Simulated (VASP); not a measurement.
# Ti (Im-3m) in VASP: further runs

The runs below take Ti through single point, with r2SCAN, PBEsol.

Program: VASP 6.6.1. These are calculated values, not measurements. Logs are shortened: lines on timing, memory, paths and dates and some standing lists are left out, and cuts for length are marked.

## (1) The cell of the first run

Symmetry: Im-3m, No. 229, cubic system. Conventional cell: a = 3.346 Å, b = 3.346 Å, c = 3.346 Å, α = 90.00°, β = 90.00°, γ = 90.00°. Ti (site symmetry m-3m) has 14 Ti at 2.90 to 3.35 Å within 3.8 Å.

## (2) Single point, r2SCAN

POSCAR

```
Ti
1.0
   -1.6731846416      1.6731846416      1.6731846416
    1.6731846416     -1.6731846416      1.6731846416
    1.6731846416      1.6731846416     -1.6731846416
Ti
1
Direct
    0.0000000000      0.0000000000      0.0000000000
```

INCAR.step1

```
SYSTEM = Ti
  PREC = Accurate
  ENCUT = 520
  ISMEAR = -1
  SIGMA = 0.05
  LREAL = .False.
  LASPH = .True.
  NELM = 60
  NBANDS = 12
  GGA = PE
  ALGO = Normal
  EDIFF = 1E-4
  LWAVE = .True.
  LCHARG = .False.
```

INCAR.step2

```
SYSTEM = Ti
  PREC = Accurate
  ENCUT = 520
  EDIFF = 1E-6
  ISMEAR = -1
  SIGMA = 0.05
  LREAL = .False.
  LASPH = .True.
  NELM = 60
  ALGO = Normal
  ISIF = 2
  LWAVE = .False.
  LCHARG = .False.
  METAGGA = R2SCAN
  LMIXTAU = .True.
  NBANDS = 12
  ISTART = 1
```

KPOINTS

```
regular mesh
0
Gamma
  11 11 11
  0 0 0
```

Potentials or basis: VASP PAW PBE potentials, release 64 (Ti_sv).

Launch:

```sh
> cat potpaw_PBE.64/Ti_sv/POTCAR > POTCAR
> cp INCAR.step1 INCAR
> mpirun -np 1 vasp_std > vasp.out
> cp INCAR.step2 INCAR
> mpirun -np 1 vasp_std > vasp.out
```

OUTCAR:

```text
SYSTEM = Ti
   PREC = Accurate
   ENCUT = 520
   EDIFF = 1E-6
   ISMEAR = -1
   LREAL = .False.
   LASPH = .True.
   NELM = 60
   ISIF = 2
   METAGGA = R2SCAN
   ISTART = 1

 ion  position               nearest neighbor table
   1  0.000  0.000  0.000-

  LATTYP: Found a body centered cubic cell.
 ALAT       =     3.3463692832

  Lattice vectors:

 A1 = (  -1.6731846416,   1.6731846416,   1.6731846416)
 A2 = (   1.6731846416,  -1.6731846416,   1.6731846416)
 A3 = (   1.6731846416,   1.6731846416,  -1.6731846416)

Analysis of symmetry for initial positions (statically):
=====================================================================
 Subroutine PRICEL returns:
 Original cell was already a primitive cell.

 Routine SETGRP: Setting up the symmetry group for a
 body centered cubic supercell.

 Subroutine GETGRP returns: Found 48 space group operations
[... 9 lines left out ...]

 Routine SETGRP: Setting up the symmetry group for a
 body centered cubic supercell.

 Subroutine GETGRP returns: Found 48 space group operations
[... 11 lines left out ...]
                                     Primitive cell

  volume of cell :      18.7366

  direct lattice vectors                    reciprocal lattice vectors
    -1.673184642  1.673184642  1.673184642     0.000000000  0.298831335  0.298831335
     1.673184642 -1.673184642  1.673184642     0.298831335  0.000000000  0.298831335
     1.673184642  1.673184642 -1.673184642     0.298831335  0.298831335  0.000000000

  length of vectors
     2.898040810  2.898040810  2.898040810     0.422611327  0.422611327  0.422611327

  position of ions in fractional coordinates (direct lattice)
     0.000000000  0.000000000  0.000000000

  ion indices of the primitive-cell ions
   primitive index   ion index
                 1           1

----------------------------------------------------------------------------------------

 KPOINTS: regular mesh

Automatic generation of k-mesh.
 Grid dimensions read from file:
 generate k-points for:   11   11   11

 Generating k-lattice:

  Cartesian coordinates                     Fractional coordinates (reciprocal lattice)
     0.000000000  0.027166485  0.027166485     0.090909091  0.000000000  0.000000000
     0.027166485  0.000000000  0.027166485     0.000000000  0.090909091  0.000000000
     0.027166485  0.027166485  0.000000000     0.000000000  0.000000000  0.090909091

  Length of vectors
     0.038419212  0.038419212  0.038419212

  Shift w.r.t. Gamma in fractional coordinates (k-lattice)
     0.000000000  0.000000000  0.000000000

 Subroutine IBZKPT returns following result:
 ===========================================

 Found     56 irreducible k-points:

 Following reciprocal coordinates:
            Coordinates               Weight
  0.000000  0.000000  0.000000      1.000000
  0.090909  0.000000  0.000000     12.000000
  0.181818  0.000000  0.000000     12.000000
  0.272727  0.000000  0.000000     12.000000
  0.363636  0.000000  0.000000     12.000000
  0.454545  0.000000  0.000000     12.000000
[... 16 lines left out ...]
  0.272727  0.181818  0.090909     48.000000
  0.363636  0.181818  0.090909     24.000000
 [... further k-points ...]
   k-points           NKPTS =     56   k-points in BZ     NKDIM =     56   number of bands    NBANDS=     12
   number of dos      NEDOS =    301   number of ions     NIONS =      1
   total plane-waves  NPLWV =  13824
   dimension x,y,z NGX =    24 NGY =   24 NGZ =   24
   dimension x,y,z NGXF=    48 NGYF=   48 NGZF=   48
   ions per type =               1
   NGX,Y,Z   is equivalent  to a cutoff of  13.77, 13.77, 13.77 a.u.
   NGXF,Y,Z  is equivalent  to a cutoff of  27.54, 27.54, 27.54 a.u.
 SYSTEM =  Ti
   PREC   = accura    normal or accurate (medium, high low for compatibility)
   ISTART =      1    job   : 0-new  1-cont  2-samecut
   ICHARG =      0    charge: 1-file 2-atom 10-const
   ISPIN  =      1    spin polarized calculation?
   LNONCOLLINEAR =      F non collinear calculations
   LSORBIT =      F    spin-orbit coupling
   LASPH  =      T    aspherical Exc in radial PAW
   ENCUT  =  520.0 eV  38.22 Ry    6.18 a.u.   5.39  5.39  5.39*2*pi/ulx,y,z
   NELM   =     60;   NELMIN=  2; NELMDL=  0     # of ELM steps
   EDIFF  = 0.1E-05   stopping-criterion for ELM
   LREAL  =      F    real-space projection
   EDIFFG = 0.1E-04   stopping-criterion for IOM
   NSW    =      0    number of steps for IOM
   IBRION =     -1    ionic relax: 0-MD 1-quasi-New 2-CG
   NFREE  =      0    steps in history (QN), initial steepest desc. (CG)
   ISIF   =      2    stress and relaxation
   ISYM   =      2    0-nonsym 1-usesym 2-fastsym
   POTIM  = 0.5000    time-step for ionic-motion
   TEBEG  =    0.0;   TEEND  =   0.0 temperature during run
   PSTRESS=    0.0 pullay stress
   NELECT =      12.0000    total number of electrons
   NUPDOWN=      -1.0000    fix difference up-down
   EMIN   =  10.00;   EMAX   =-10.00  energy-range for DOS
   EFERMI =   0.00;   METHOD = LEGACY
   ISMEAR =    -1;   SIGMA  =   0.05  broadening in eV -4-tet -1-fermi 0-gaus
   EFERMI_NEDOS =   21; number of points for ismear=-14 and -15
   IALGO  =     38    algorithm
   IMIX   =      4    mixing-type and parameters
     AMIX     =   0.40;   BMIX     =  1.00
     AMIX_MAG =   1.60;   BMIX_MAG =  1.00
  volume/ion in A,a.u.               =      18.74       126.44
  Fermi-wavevector in a.u.,A,eV,Ry     =   1.411144  2.666676 27.093660  1.991328
  Thomas-Fermi vector in A             =   2.533026
   LORBIT       =      0    0 simple, 1 ext, 2 COOP (PROOUT), +10 PAW based schemes
   METAGGA = R2SCAN    functional components
   LHFCALC =     F    Hartree Fock is set to
   AEXX    =    0.0000 exact exchange contribution
   IVDW    =     0    specifies the selected vdW correction
   LEPSILON=     F    determine dielectric tensor
   LRPA    =     F    only Hartree local field effects (RPA)
 non-spin polarized calculation
  energy-cutoff  :      520.00
  volume of cell :       18.74
 maximum number of plane-waves:       531
 NGX is ok and might be reduce to    24
   NGX = 11   NGY = 11   NGZ = 11

 number of electron      12.0000002 magnetization

 Free energy of the ion-electron system (eV)
  ---------------------------------------------------
  ext. energy  EPLUGINS =         0.00000000
  ---------------------------------------------------
  free energy    TOTEN  =       -12.78453550 eV

  energy without entropy =      -12.76175865  energy(sigma->0) =      -12.77314707

 E-fermi :   7.3505     XC(G=0): -12.0172

 val. band max:        7.3304454250   @ k =   0.1818   0.1818   0.0000
 cond. band min:       7.3579208368   @ k =  -0.3636  -0.4545   0.0909
 fundamental gap:      0.0274754118
 Fermi energy:         7.3504711540

 k-point     1 :       0.0000    0.0000    0.0000
  band No.  band energies     occupation
      1     -51.7403      2.00000
      2     -26.6193      2.00000
      3     -26.6193      2.00000
      4     -26.6192      2.00000
      5       1.1753      2.00000
      6       8.4084      0.00000
      7       8.4084      0.00000
      8       8.4085      0.00000
      9      10.0261      0.00000
     10      10.0261      0.00000
     11      24.8964      0.00000
     12      24.8964      0.00000

 k-point     2 :       0.0909    0.0000    0.0000
  band No.  band energies     occupation
      1     -51.7324      2.00000
      2     -26.6637      2.00000
      3     -26.6330      2.00000
      4     -26.6195      2.00000
      5       1.4480      2.00000
      6       8.2878      0.00000
      7       8.3646      0.00000
      8       8.5973      0.00000
      9       9.8972      0.00000
     10      10.0337      0.00000
     11      24.3009      0.00000
     12      24.7991      0.00000

 k-point     3 :       0.1818    0.0000    0.0000
  band No.  band energies     occupation
      1     -51.7111      2.00000
      2     -26.7817      2.00000
      3     -26.6696      2.00000
      4     -26.6202      2.00000
      5       2.2202      2.00000
      6       7.9793      0.00001
      7       8.1325      0.00000
      8       9.1336      0.00000
      9       9.7359      0.00000
     10      10.0674      0.00000
     11      22.5739      0.00000
     12      24.0687      0.00000

 k-point     4 :       0.2727    0.0000    0.0000
  band No.  band energies     occupation
      1     -51.6832      2.00000
      2     -26.9335      2.00000
      3     -26.7172      2.00000
      4     -26.6210      2.00000
      5       3.3302      2.00000
      6       7.6044      0.01237
      7       7.7353      0.00091
      8       9.7934      0.00000
      9       9.9184      0.00000
     10      10.1424      0.00000
     11      20.1101      0.00000
     12      22.7381      0.00000

 k-point     5 :       0.3636    0.0000    0.0000
  band No.  band energies     occupation
      1     -51.6574      2.00000
      2     -27.0703      2.00000
      3     -26.7607      2.00000
      4     -26.6219      2.00000
      5       4.3946      2.00000
      6       7.2843      1.57960
      7       7.6112      0.01081
      8       9.9456      0.00000
      9      10.2458      0.00000
     10      10.7564      0.00000
     11      17.6342      0.00000
     12      21.5269      0.00000
[... 228 lines left out ...]
      1     -51.7247      2.00000
      2     -26.6787      2.00000
      3     -26.6469      2.00000
      4     -26.6469      2.00000
      5       1.7142      2.00000
      6       8.3618      0.00000
      7       8.3618      0.00000
      8       8.6006      0.00000
      9       9.5810      0.00000
     10      10.1840      0.00000
     11      23.7610      0.00000
     12      25.1652      0.00000

 k-point    22 :       0.1818    0.1818    0.0909
  band No.  band energies     occupation
      1     -51.6556      2.00000
      2     -27.0352      2.00000
      3     -26.7525      2.00000
      4     -26.6883      2.00000
      5       4.8724      2.00000
      6       6.9926      1.99844
      7       7.1230      1.97907
      8      10.0358      0.00000
      9      10.2592      0.00000
     10      11.5533      0.00000
     11      19.0796      0.00000
     12      19.3446      0.00000

 k-point    23 :       0.2727    0.1818    0.0909
  band No.  band energies     occupation
      1     -51.6405      2.00000
      2     -27.0608      2.00000
      3     -26.8234      2.00000
      4     -26.7010      2.00000
      5       5.7163      2.00000
      6       6.8323      1.99994
      7       7.0524      1.99486
      8      10.1413      0.00000
      9      10.3482      0.00000
     10      12.6133      0.00000
     11      16.8235      0.00000
     12      18.4537      0.00000

 k-point    24 :       0.3636    0.1818    0.0909
  band No.  band energies     occupation
      1     -51.6349      2.00000
      2     -27.0621      2.00000
      3     -26.8593      2.00000
      4     -26.7046      2.00000
      5       5.9027      2.00000
      6       6.8210      1.99995
      7       7.2028      1.90077
      8      10.1969      0.00000
      9      10.3726      0.00000
     10      13.3188      0.00000
     11      15.5595      0.00000
     12      18.1589      0.00000

 [... further k-points ...]
[... 5 lines left out ...]
  --------------------------------------------------------------------------------------
  -------------------------------------------------------------------------------------
  Total       -0.9197724     -0.9197724     -0.9197724      0.0000000     -0.0000000      0.0000000
  in kB      -78.6501178    -78.6501178    -78.6501178      0.0000000     -0.0000000      0.0000000
  external PRESSURE =     -78.6501178 kB  Pullay stress =       0.0000000 kB

 VOLUME and BASIS-vectors are now :
 -----------------------------------------------------------------------------
  energy-cutoff  :      520.00
  volume of cell :       18.74
      direct lattice vectors                 reciprocal lattice vectors
    -1.673184642  1.673184642  1.673184642     0.000000000  0.298831335  0.298831335
     1.673184642 -1.673184642  1.673184642     0.298831335  0.000000000  0.298831335
     1.673184642  1.673184642 -1.673184642     0.298831335  0.298831335  0.000000000

 POSITION                                       TOTAL-FORCE (eV/Angst)
 -----------------------------------------------------------------------------------
      0.00000      0.00000      0.00000        -0.000000      0.000000     -0.000000
 -----------------------------------------------------------------------------------
    total drift:                                0.000000      0.000000      0.000000

  FREE ENERGIE OF THE ION-ELECTRON SYSTEM (eV)
  ---------------------------------------------------
  free  energy   TOTEN  =       -12.7845355012 eV

  energy  without entropy=      -12.7617586455  energy(sigma->0) =      -12.77314707
```

Run time: 26 s. Hardware: 1 thread of Intel Xeon 6975P-C (Granite Rapids), shared host; peak memory 0.15 GiB.

What came out:

| Quantity | Value |
| --- | --- |
| Free energy | -12.7845 eV |
| Pressure | -7.9 GPa |
| Band gap on the k mesh | zero (band 6 reaches 8.41 eV, above the bottom of band 7 at 6.75 eV) |

Levels at points of the mesh, in eV from the Fermi level:
| k point | band 4 | band 5 | band 6 | band 7 | band 8 | band 9 |
| --- | --- | --- | --- | --- | --- | --- |
| (0.00, 0.00, 0.00) | -33.97 | -6.18 | 1.06 | 1.06 | 1.06 | 2.68 |

Caveat: the PAW data sets were made with another functional, which shifts forces and pressure a little.

[end of part 1 of 2]
